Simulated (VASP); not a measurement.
# K2NaBCl6 (P4/mmm) in VASP: notebook

Runs on K2NaBCl6. Level: PBE. Tasks: single point.

Program: VASP 6.6.1. These are calculated values, not measurements. Logs are shortened: lines on timing, memory, paths and dates and some standing lists are left out, and cuts for length are marked.

## 1. The cell of the first run

It takes space group P4/mmm (No. 123, tetragonal). The conventional cell has a = 5.373 Å, b = 5.373 Å, c = 9.116 Å, α = 90.00°, β = 90.00°, γ = 90.00°. Within 4.7 Å of K (site symmetry 4mm) lie 12 Cl at 3.49 to 3.85 Å and 4 Na at 4.40 Å and 2 K at 4.45 to 4.66 Å and 4 B at 4.46 Å. Na (site symmetry 4/mmm) has 6 Cl at 2.69 to 2.85 Å within 3.5 Å. B (site symmetry 4/mmm) has 2 Cl at 1.71 Å within 2.3 Å. Cl (site symmetry mmm) has 2 B at 2.69 Å and 4 Cl at 3.18 Å and 4 K at 3.56 Å within 3.6 Å. Cl (site symmetry mmm) has 2 Na at 2.69 Å and 4 K at 3.49 Å within 3.5 Å. Cl (site symmetry 4mm) has 1 B at 1.71 Å within 2.3 Å.

## 2. Single point, PBE

INCAR reads:

```
ALGO = Normal ; EDIFF = 1E-6
ENCUT = 520 ; GGA = PE
ISIF = 2 ; ISMEAR = 0
LASPH = True ; LCHARG = False
LREAL = False ; LWAVE = False
NBANDS = 46 ; NELM = 80
PREC = Accurate ; SIGMA = 0.1
```

KPOINTS reads:

```
k-points
0
Gamma
  4 4 2
```

POSCAR reads:

```
K2NaBCl6
1.0
    5.3728813408      0.0000000000      0.0000000000
    0.0000000000      5.3728813408      0.0000000000
    0.0000000000      0.0000000000      9.1155097221
K Na B Cl
2 1 1 6
Direct
    0.5000000000      0.5000000000      0.2558757383
    0.5000000000      0.5000000000      0.7441242617
    0.0000000000      0.0000000000      0.5000000000
    0.0000000000      0.0000000000      0.0000000000
    0.5000000000      0.0000000000      0.0000000000
    0.5000000000      0.0000000000      0.5000000000
    0.0000000000      0.5000000000      0.0000000000
    0.0000000000      0.5000000000      0.5000000000
    0.0000000000      0.0000000000      0.1872963903
    0.0000000000      0.0000000000      0.8127036097
```

Potentials or basis: VASP PAW PBE potentials, release 64 (K_sv, Na_pv, B, Cl).

Run with:

```console
> cat potpaw_PBE.64/K_sv/POTCAR potpaw_PBE.64/Na_pv/POTCAR potpaw_PBE.64/B/POTCAR potpaw_PBE.64/Cl/POTCAR > POTCAR
> mpirun -np 1 vasp_std > vasp.out
```

OUTCAR:

```text
EDIFF = 1E-6
   ENCUT = 520
   GGA = PE
   ISIF = 2
   ISMEAR = 0
   LASPH = True
   LREAL = False
   NELM = 80
   PREC = Accurate

 ion  position               nearest neighbor table
   1  0.500  0.500  0.256-
   2  0.500  0.500  0.744-
   3  0.000  0.000  0.500-   6 2.69   8 2.69   8 2.69   6 2.69
   4  0.000  0.000  0.000-   9 1.71  10 1.71
   5  0.500  0.000  0.000-
   6  0.500  0.000  0.500-   3 2.69   3 2.69
   7  0.000  0.500  0.000-
   8  0.000  0.500  0.500-   3 2.69   3 2.69
   9  0.000  0.000  0.187-   4 1.71
  10  0.000  0.000  0.813-   4 1.71

  LATTYP: Found a simple tetragonal cell.
 ALAT       =     5.3728813408
 C/A-ratio  =     1.6965775240

  Lattice vectors:

 A1 = (   5.3728813408,   0.0000000000,   0.0000000000)
 A2 = (   0.0000000000,   5.3728813408,   0.0000000000)
 A3 = (   0.0000000000,   0.0000000000,   9.1155097221)

Analysis of symmetry for initial positions (statically):
=====================================================================
 Subroutine PRICEL returns:
 Original cell was already a primitive cell.

 Routine SETGRP: Setting up the symmetry group for a
 simple tetragonal supercell.

 Subroutine GETGRP returns: Found 16 space group operations
 (whereof 16 operations were pure point group operations)
 out of a pool of 16 trial point group operations.

The static configuration has the point symmetry D_4h.

Analysis of symmetry for dynamics (positions and initial velocities):
=====================================================================
 Subroutine PRICEL returns:
 Original cell was already a primitive cell.

 Routine SETGRP: Setting up the symmetry group for a
 simple tetragonal supercell.

 Subroutine GETGRP returns: Found 16 space group operations
 (whereof 16 operations were pure point group operations)
 out of a pool of 16 trial point group operations.

The dynamic configuration has the point symmetry D_4h.

 Subroutine INISYM returns: Found 16 space group operations
 (whereof 16 operations are pure point group operations),
 and found     1 'primitive' translations

----------------------------------------------------------------------------------------

                                     Primitive cell

  volume of cell :     263.1452

  direct lattice vectors                    reciprocal lattice vectors
     5.372881341  0.000000000  0.000000000     0.186119874  0.000000000  0.000000000
     0.000000000  5.372881341  0.000000000     0.000000000  0.186119874  0.000000000
     0.000000000  0.000000000  9.115509722     0.000000000  0.000000000  0.109703136

  length of vectors
     5.372881341  5.372881341  9.115509722     0.186119874  0.186119874  0.109703136

  position of ions in fractional coordinates (direct lattice)
     0.500000000  0.500000000  0.255875738
     0.500000000  0.500000000  0.744124262
     0.000000000  0.000000000  0.500000000
     0.000000000  0.000000000  0.000000000
     0.500000000  0.000000000  0.000000000
     0.500000000  0.000000000  0.500000000
     0.000000000  0.500000000  0.000000000
     0.000000000  0.500000000  0.500000000
     0.000000000  0.000000000  0.187296390
     0.000000000  0.000000000  0.812703610

  ion indices of the primitive-cell ions
   primitive index   ion index
                 1           1
                 2           2
                 3           3
                 4           4
                 5           5
                 6           6
                 7           7
                 8           8
                 9           9
                10          10

----------------------------------------------------------------------------------------

 KPOINTS: k-points

Automatic generation of k-mesh.
 Grid dimensions read from file:
 generate k-points for:    4    4    2

 Generating k-lattice:

  Cartesian coordinates                     Fractional coordinates (reciprocal lattice)
     0.046529969  0.000000000  0.000000000     0.250000000  0.000000000  0.000000000
     0.000000000  0.046529969  0.000000000     0.000000000  0.250000000  0.000000000
     0.000000000  0.000000000  0.054851568     0.000000000  0.000000000  0.500000000

  Length of vectors
     0.046529969  0.046529969  0.054851568

  Shift w.r.t. Gamma in fractional coordinates (k-lattice)
     0.000000000  0.000000000  0.000000000

 Subroutine IBZKPT returns following result:
 ===========================================

 Found     12 irreducible k-points:

 Following reciprocal coordinates:
            Coordinates               Weight
  0.000000  0.000000  0.000000      1.000000
  0.250000  0.000000  0.000000      4.000000
  0.500000  0.000000  0.000000      2.000000
  0.250000  0.250000  0.000000      4.000000
  0.500000  0.250000  0.000000      4.000000
  0.500000  0.500000  0.000000      1.000000
  0.000000  0.000000  0.500000      1.000000
  0.250000  0.000000  0.500000      4.000000
  0.500000  0.000000  0.500000      2.000000
  0.250000  0.250000  0.500000      4.000000
  0.500000  0.250000  0.500000      4.000000
  0.500000  0.500000  0.500000      1.000000
   k-points           NKPTS =     12   k-points in BZ     NKDIM =     12   number of bands    NBANDS=     46
   number of dos      NEDOS =    301   number of ions     NIONS =     10
   total plane-waves  NPLWV = 112000
   dimension x,y,z NGX =    40 NGY =   40 NGZ =   70
   dimension x,y,z NGXF=    80 NGYF=   80 NGZF=  140
   ions per type =               2   1   1   6
   NGX,Y,Z   is equivalent  to a cutoff of  12.38, 12.38, 12.77 a.u.
   NGXF,Y,Z  is equivalent  to a cutoff of  24.75, 24.75, 25.53 a.u.
 SYSTEM =  unknown system
   PREC   = accura    normal or accurate (medium, high low for compatibility)
   ISTART =      0    job   : 0-new  1-cont  2-samecut
   ICHARG =      2    charge: 1-file 2-atom 10-const
   ISPIN  =      1    spin polarized calculation?
   LNONCOLLINEAR =      F non collinear calculations
   LSORBIT =      F    spin-orbit coupling
   LASPH  =      T    aspherical Exc in radial PAW
   ENCUT  =  520.0 eV  38.22 Ry    6.18 a.u.   9.99  9.99 16.95*2*pi/ulx,y,z
   NELM   =     80;   NELMIN=  2; NELMDL= -5     # of ELM steps
   EDIFF  = 0.1E-05   stopping-criterion for ELM
   LREAL  =      F    real-space projection
   EDIFFG = 0.1E-04   stopping-criterion for IOM
   NSW    =      0    number of steps for IOM
   IBRION =     -1    ionic relax: 0-MD 1-quasi-New 2-CG
   NFREE  =      0    steps in history (QN), initial steepest desc. (CG)
   ISIF   =      2    stress and relaxation
   ISYM   =      2    0-nonsym 1-usesym 2-fastsym
   POTIM  = 0.5000    time-step for ionic-motion
   TEBEG  =    0.0;   TEEND  =   0.0 temperature during run
   PSTRESS=    0.0 pullay stress
   NELECT =      70.0000    total number of electrons
   NUPDOWN=      -1.0000    fix difference up-down
   EMIN   =  10.00;   EMAX   =-10.00  energy-range for DOS
   EFERMI =   0.00;   METHOD = LEGACY
   ISMEAR =     0;   SIGMA  =   0.10  broadening in eV -4-tet -1-fermi 0-gaus
   EFERMI_NEDOS =   21; number of points for ismear=-14 and -15
   IALGO  =     38    algorithm
   IMIX   =      4    mixing-type and parameters
     AMIX     =   0.40;   BMIX     =  1.00
     AMIX_MAG =   1.60;   BMIX_MAG =  1.00
  volume/ion in A,a.u.               =      26.31       177.58
  Fermi-wavevector in a.u.,A,eV,Ry     =   1.052872  1.989640 15.082603  1.108540
  Thomas-Fermi vector in A             =   2.187972
   LORBIT       =      0    0 simple, 1 ext, 2 COOP (PROOUT), +10 PAW based schemes
   GGA     = PE    functional components
   LHFCALC =     F    Hartree Fock is set to
   AEXX    =    0.0000 exact exchange contribution
   IVDW    =     0    specifies the selected vdW correction
   LEPSILON=     F    determine dielectric tensor
   LRPA    =     F    only Hartree local field effects (RPA)
 non-spin polarized calculation
 Gauss-broadening in eV      SIGMA  =   0.10
  energy-cutoff  :      520.00
  volume of cell :      263.15
 maximum number of plane-waves:      7120
 NGX is ok and might be reduce to    40
   NGX = 19   NGY = 19   NGZ = 33

 number of electron      69.9999985 magnetization

 Free energy of the ion-electron system (eV)
  ---------------------------------------------------
  ext. energy  EPLUGINS =         0.00000000
  ---------------------------------------------------
  free energy    TOTEN  =       -33.19628793 eV

  energy without entropy =      -33.19628793  energy(sigma->0) =      -33.19628793

 E-fermi :   0.2243     XC(G=0):  -7.9072

 val. band max:       -0.3041033057   @ k =   0.5000   0.5000   0.0000
 cond. band min:       2.3198471267   @ k =   0.5000   0.5000   0.0000
 fundamental gap:      2.6239504324
 Fermi energy:         0.2243034941

 k-point     1 :       0.0000    0.0000    0.0000
  band No.  band energies     occupation
      1     -28.6314      2.00000
      2     -28.6294      2.00000
      3     -22.0581      2.00000
      4     -21.9194      2.00000
      5     -21.9194      2.00000
      6     -16.8615      2.00000
[... 38 lines left out ...]
     45       7.8093      0.00000
     46       7.8292      0.00000

 k-point     2 :       0.2500    0.0000    0.0000
  band No.  band energies     occupation
      1     -28.6313      2.00000
      2     -28.6293      2.00000
      3     -22.0581      2.00000
      4     -21.9213      2.00000
      5     -21.9194      2.00000
      6     -16.8434      2.00000
[... 38 lines left out ...]
     45       7.4784      0.00000
     46       7.7634      0.00000

 k-point     3 :       0.5000    0.0000    0.0000
  band No.  band energies     occupation
      1     -28.6312      2.00000
      2     -28.6291      2.00000
      3     -22.0581      2.00000
      4     -21.9232      2.00000
      5     -21.9193      2.00000
      6     -16.8250      2.00000
[... 430 lines left out ...]
     45       7.8750      0.00000
     46       7.8775      0.00000

 k-point    12 :       0.5000    0.5000    0.5000
  band No.  band energies     occupation
      1     -28.6303      2.00000
      2     -28.6296      2.00000
      3     -22.0580      2.00000
      4     -21.9232      2.00000
      5     -21.9232      2.00000
      6     -16.7813      2.00000
[... 38 lines left out ...]
     45       7.5033      0.00000
     46       8.0141      0.00000

------------------------ aborting loop because EDIFF is reached ----------------------------------------

  FORCE on cell =-STRESS in cart. coord.  units (eV):
  Direction    XX          YY          ZZ          XY          YZ          ZX
  --------------------------------------------------------------------------------------
  -------------------------------------------------------------------------------------
  Total        0.0678517      0.0678517     -0.2207799      0.0000000      0.0000000      0.0000000
  in kB        0.4131198      0.4131198     -1.3442335      0.0000000      0.0000000      0.0000000
  external PRESSURE =      -0.1726646 kB  Pullay stress =       0.0000000 kB

 VOLUME and BASIS-vectors are now :
 -----------------------------------------------------------------------------
  energy-cutoff  :      520.00
  volume of cell :      263.15
      direct lattice vectors                 reciprocal lattice vectors
     5.372881341  0.000000000  0.000000000     0.186119874  0.000000000  0.000000000
     0.000000000  5.372881341  0.000000000     0.000000000  0.186119874  0.000000000
     0.000000000  0.000000000  9.115509722     0.000000000  0.000000000  0.109703136

 POSITION                                       TOTAL-FORCE (eV/Angst)
 -----------------------------------------------------------------------------------
      2.68644      2.68644      2.33244        -0.000000      0.000000      0.009365
      2.68644      2.68644      6.78307         0.000000      0.000000     -0.009365
      0.00000      0.00000      4.55775        -0.000000     -0.000000     -0.000000
      0.00000      0.00000      0.00000        -0.000000     -0.000000     -0.000000
      2.68644      0.00000      0.00000        -0.000000     -0.000000     -0.000000
      2.68644      0.00000      4.55775        -0.000000     -0.000000     -0.000000
      0.00000      2.68644      0.00000        -0.000000     -0.000000     -0.000000
      0.00000      2.68644      4.55775        -0.000000     -0.000000     -0.000000
      0.00000      0.00000      1.70730        -0.000000     -0.000000     -0.104026
      0.00000      0.00000      7.40821        -0.000000     -0.000000      0.104026
 -----------------------------------------------------------------------------------
    total drift:                                0.000000      0.000000      0.000000

  FREE ENERGIE OF THE ION-ELECTRON SYSTEM (eV)
  ---------------------------------------------------
  free  energy   TOTEN  =       -33.1962879343 eV

  energy  without entropy=      -33.1962879343  energy(sigma->0) =      -33.19628793
```

It took 3.9 min on 1 thread of AMD EPYC 7R43 (Zen 3), shared host; peak memory 0.35 GiB.

Results:

* Free energy: -33.1963 eV
* Pressure: 0.0 GPa
* Largest force: 0.104 eV/Å
* Band gap on the k mesh: 2.62 eV

Forces in eV/Å, atoms in the order of the input:
```
K    0.000  0.000  0.009
K    0.000  0.000 -0.009
Na   0.000  0.000  0.000
B    0.000  0.000  0.000
Cl   0.000  0.000  0.000
Cl   0.000  0.000  0.000
Cl   0.000  0.000  0.000
Cl   0.000  0.000  0.000
Cl   0.000  0.000 -0.104
Cl   0.000  0.000  0.104
```

Stress tensor (GPa, compression positive):
```
 0.04  0.00  0.00
 0.00  0.04  0.00
 0.00  0.00 -0.13
```

A k mesh can miss the band edges.

## 3. Single point, PBE

This run uses another cell than the first one, of 26.39 Å³/atom.

INCAR reads:

```
SYSTEM = K2NaBCl6
  ALGO = Normal
  EDIFF = 1E-6
  ENCUT = 520
  GGA = PE
  ISIF = 2
  ISMEAR = 0
  LASPH = .True.
  LCHARG = .True.
  LELF = .True.
  LREAL = .False.
  LVHAR = .True.
  LWAVE = .False.
  NBANDS = 46
  NELM = 60
  PREC = Accurate
  SIGMA = 0.1
```

KPOINTS reads:

```
k-points
0
Gamma
  4 4 2
  0 0 0
```

POSCAR reads:

```
K2NaBCl6
1.0
    5.3760594174      0.0000000000      0.0000000000
    0.0000000000      5.3760594174      0.0000000000
    0.0000000000      0.0000000000      9.1295263001
K Na B Cl
2 1 1 6
Direct
    0.5000000000      0.5000000000      0.2562475507
    0.5000000000      0.5000000000      0.7437524493
    0.0000000000      0.0000000000      0.5000000000
    0.0000000000      0.0000000000      0.0000000000
    0.5000000000      1.0000000000      0.0000000000
    0.5000000000      1.0000000000      0.5000000000
    0.0000000000      0.5000000000      0.0000000000
    0.0000000000      0.5000000000      0.5000000000
    0.0000000000      0.0000000000      0.1870105018
    0.0000000000      0.0000000000      0.8129894982
```

Potentials or basis: VASP PAW PBE potentials, release 64 (K_sv, Na_pv, B, Cl).

Run with:

```console
> cat potpaw_PBE.64/K_sv/POTCAR potpaw_PBE.64/Na_pv/POTCAR potpaw_PBE.64/B/POTCAR potpaw_PBE.64/Cl/POTCAR > POTCAR
> mpirun -np 1 vasp_std > vasp.out
```

It took 3.9 min on 1 thread of AMD EPYC 7R43 (Zen 3), shared host; peak memory 0.35 GiB.

Results (log left out):

```
Free energy            : -33.1968 eV
Pressure               : -0.1 GPa
Largest force          : 0.102 eV/Å
Band gap on the k mesh : 2.63 eV
```

Forces on the atoms (eV/Å):
```
K    0.000  0.000  0.004
K    0.000  0.000 -0.004
Na   0.000  0.000  0.000
B    0.000  0.000  0.000
Cl   0.000  0.000  0.000
Cl   0.000  0.000  0.000
Cl   0.000  0.000  0.000
Cl   0.000  0.000  0.000
Cl   0.000  0.000 -0.102
Cl   0.000  0.000  0.102
```

Stress tensor (GPa, compression positive):
```
 0.01  0.00  0.00
 0.00  0.01  0.00
 0.00  0.00 -0.19
```

Levels at points of the mesh, in eV from the valence-band top:
```tsv
k point	band 33	band 34	band 35	band 36	band 37	band 38
(0.00, 0.00, 0.00)	-0.43	-0.24	-0.24	3.61	4.43	4.43
(0.50, 0.00, 0.00)	-0.65	-0.54	-0.34	2.69	4.30	4.37
(0.50, 0.50, 0.00)	-0.33	-0.16	0.00	2.63	2.63	4.83
(0.00, 0.00, 0.50)	-0.42	-0.26	-0.26	4.04	4.38	4.38
(0.50, 0.00, 0.50)	-0.76	-0.65	-0.34	2.80	4.32	4.42
(0.50, 0.50, 0.50)	-0.33	-0.16	0.00	2.74	2.74	4.72
```

A k mesh can miss the band edges.

## 4. Single point, PBE

This run uses another cell than the first one, of 26.39 Å³/atom.

INCAR reads:

```
  ALGO = Normal
  EDIFF = 1E-6
  ENCUT = 520
  GGA = PE
  ISIF = 2
  ISMEAR = 0
  LASPH = T
  LCHARG = F
  LREAL = F
  LWAVE = F
  NBANDS = 46
  NELM = 80
  PREC = Accurate
  SIGMA = 0.02
```

KPOINTS reads:

```
k-points
0
Gamma
  4 4 4
```

Changes to POSCAR since step 3:

```diff
@@ -12,4 +12,4 @@
     0.0000000000      0.0000000000      0.0000000000
-    0.5000000000      1.0000000000      0.0000000000
-    0.5000000000      1.0000000000      0.5000000000
+    0.5000000000      0.0000000000      0.0000000000
+    0.5000000000      0.0000000000      0.5000000000
     0.0000000000      0.5000000000      0.0000000000
```

Run with:

```console
> cat potpaw_PBE.64/K_sv/POTCAR potpaw_PBE.64/Na_pv/POTCAR potpaw_PBE.64/B/POTCAR potpaw_PBE.64/Cl/POTCAR > POTCAR
> mpirun -np 1 vasp_std > vasp.out
```

Run time: 5 min. Hardware: 1 thread of AMD EPYC 7R43 (Zen 3), shared host; peak memory 0.4 GiB.

It converged, with:

```yaml
Free_energy: -33.1970 eV
Pressure: -0.1 GPa
Largest_force: 0.102 eV/Å
Band_gap_on_the_k_mesh: 2.63 eV
```

Forces on the atoms (eV/Å):
```
K    0.000  0.000  0.004
K    0.000  0.000 -0.004
Na   0.000  0.000  0.000
B    0.000  0.000  0.000
Cl   0.000  0.000  0.000
Cl   0.000  0.000  0.000
Cl   0.000  0.000  0.000
Cl   0.000  0.000  0.000
Cl   0.000  0.000 -0.102
Cl   0.000  0.000  0.102
```

Stress tensor (GPa, compression positive):
```
 0.01  0.00  0.00
 0.00  0.01  0.00
 0.00  0.00 -0.19
```

Levels at points of the mesh, in eV from the valence-band top:
```
           k point  band 31  band 32  band 33  band 34  band 35  band 36  band 37  band 38  band 39  band 40
(0.00, 0.00, 0.00)    -0.46    -0.43    -0.43    -0.24    -0.24     3.61     4.44     4.44     5.05     6.74
(0.50, 0.00, 0.00)    -0.76    -0.76    -0.65    -0.54    -0.34     2.69     4.30     4.38     6.63     7.07
(0.50, 0.50, 0.00)    -0.38    -0.33    -0.33    -0.16     0.00     2.63     2.63     4.83     6.36     6.85
(0.00, 0.00, 0.50)    -0.62    -0.42    -0.42    -0.26    -0.26     4.04     4.38     4.38     5.39     5.79
(0.50, 0.00, 0.50)    -0.81    -0.77    -0.76    -0.65    -0.34     2.80     4.32     4.42     6.79     6.86
(0.50, 0.50, 0.50)    -0.38    -0.33    -0.33    -0.16     0.00     2.74     2.74     4.72     6.88     7.08
```

A k mesh can miss the band edges.

## 5. Summary

```csv
cell,k mesh,smearing,gap on the mesh (eV),pressure (GPa),largest force (eV/Å)
"a = 5.373, b = 5.373, c = 9.116 Å, 10 atoms, atomic positions A",4 × 4 × 2,gaussian 0.1 eV,2.62,0.0,0.10
"a = 5.376, b = 5.376, c = 9.130 Å, 10 atoms, atomic positions B",4 × 4 × 2,gaussian 0.1 eV,2.63,-0.1,0.10
"a = 5.376, b = 5.376, c = 9.130 Å, 10 atoms, atomic positions B",4 × 4 × 4,gaussian 0.02 eV,2.63,-0.1,0.10
```

Alike in all rows: task single point; level PBE; potentials or basis VASP PAW PBE potentials, release 64 (K_sv, Na_pv, B, Cl); no spin polarisation; cutoff (eV) 520.

Total energies depend on the potentials used, so only differences within one code and one set of settings carry meaning.
